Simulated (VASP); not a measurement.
The system is Hf2ScO2.

```
Hf Sc O
1.0
     4.27118    0.00000    0.00000
     0.00000    4.27118    0.00000
     0.00000    0.00000    4.86721
Hf Sc O
2 1 2
Direct
  0.50000 0.00000 0.98634
  0.00000 0.50000 0.98634
  0.50000 0.50000 0.35818
  0.50000 0.00000 0.61873
  0.00000 0.50000 0.61873
```

The cell was generated, and may not be a known phase.

- Program: VASP 6.6.1
- Task: relaxation of cell and atoms
- Functional: PBE
- Potentials or basis: VASP PAW PBE potentials, release 64 (Hf_pv, Sc_sv, O)
- Cutoff: 600 eV
- k mesh: 4 × 4 × 4
- Occupations: gaussian, width 0.2 eV
- Spin: no spin polarisation

At the start: pressure 12.4 GPa; volume 17.76 Å³/atom.

**Question.** Where does the relaxation end?

**Answer.** Over 19 steps the energy falls by 827.3 meV/atom and the volume is 17.18 Å³/atom (-3.3 %); space group P4mm (No. 99, to 0.1 Å) before, P4/mmm (No. 123, to 0.1 Å).

Step by step:
| step | energy change (eV) | largest force (eV/Å) | pressure (GPa) | volume (Å³) |
| --- | --- | --- | --- | --- |
| 1 | 0.0000 | 6.0713 | 12.37 | 88.79 |
| 2 | -0.3455 | 3.1594 | -16.26 | 107.54 |
| 3 | -1.0752 | 4.5730 | -7.12 | 97.77 |
| 4 | -2.4036 | 1.0978 | -6.98 | 98.86 |
| 5 | -2.4804 | 0.9934 | -6.21 | 99.09 |
| 6 | -2.4882 | 1.1426 | -5.83 | 99.18 |
| 7 | -2.9194 | 1.2956 | -1.87 | 90.41 |
| 8 | -3.0221 | 1.7461 | 3.44 | 84.03 |
| 9 | -3.3123 | 0.9870 | 0.56 | 81.90 |
| 10 | -3.4547 | 0.8152 | 1.50 | 79.87 |
| 11 | -3.7656 | 0.8958 | 6.26 | 79.49 |
| 12 | -3.7658 | 0.9434 | 6.45 | 79.48 |
| 13 | -4.0368 | 0.9266 | 1.44 | 84.21 |
| 14 | -4.0696 | 0.9181 | -0.11 | 86.43 |
| 15 | -4.1316 | 0.1424 | -1.13 | 86.56 |
| 16 | -4.1325 | 0.1448 | -1.19 | 86.58 |
| 17 | -4.1325 | 0.1128 | 1.12 | 85.42 |
| 18 | -4.1358 | 0.1223 | -0.05 | 85.99 |
| 19 | -4.1365 | 0.0711 | 0.01 | 85.90 |

Final structure:
```xyz
5
Lattice="4.5487 0.0000 0.0000 0.0000 4.5487 0.0000 0.0000 0.0000 4.1516" Properties=species:S:1:pos:R:3 pbc="T T T"
Hf    2.2743    0.0000    0.0552
Hf    4.5487    2.2743    0.0552
Sc    2.2743    2.2743    2.1386
O     2.2743    0.0000    2.1310
O     0.0000    2.2743    2.1310
```

Caveat: the k points lie up to 0.38 Å⁻¹ apart in the final cell, too coarse for converged energies and pressures of a metal; the relaxation stopped at a loose force limit of 0.08 eV/Å, so its end isn't a converged minimum.
